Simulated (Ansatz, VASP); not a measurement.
# YTi2Pb4 in VASP and in Ansatz

```
Y Pb Ti
1.0
    -3.79297    3.79297    3.09902
     3.79297   -3.79297    3.09902
     3.79297    3.79297   -3.09902
Y Pb Ti
1 4 2
Cartesian
  0.0000 0.0000 0.0000
  2.2985 2.2985 0.0000
  1.4944 -1.4944 3.0990
  1.4944 1.4944 3.0990
  -1.4944 1.4944 3.0990
  0.0000 3.7930 1.5495
  3.7930 0.0000 1.5495
```

Alike in both runs: task single point; functional PBE; k mesh 4 × 4 × 4; no spin polarisation.

|  | VASP | Ansatz |
| --- | --- | --- |
| version | VASP 6.6.1 | Ansatz 0.2.0 |
| potentials or method | VASP PAW PBE potentials, release 64 (Y_sv, Pb_d, Ti_sv), cutoff 500 eV | PAW plane waves |
| occupations | fermi-dirac, width 0.1 eV | fermi-dirac |
| valence electrons in the cell | 91 | 91 |

```csv
,VASP,Ansatz,Ansatz less VASP
gap on the k mesh at the Fermi level (eV),none,none,-
pressure (GPa),-0.7,-0.7,+0.01
"traceless stress, the component that is largest in VASP (GPa)",-2.62,-2.61,+0.011
rms of the force components (eV/Å),0.509,0.508,-0.0014
```

Atom by atom the forces differ by 0.001 eV/Å (rms over components). A gap of «none» marks a metal or a gap that the smearing closes.

Spin-orbit coupling is off throughout.
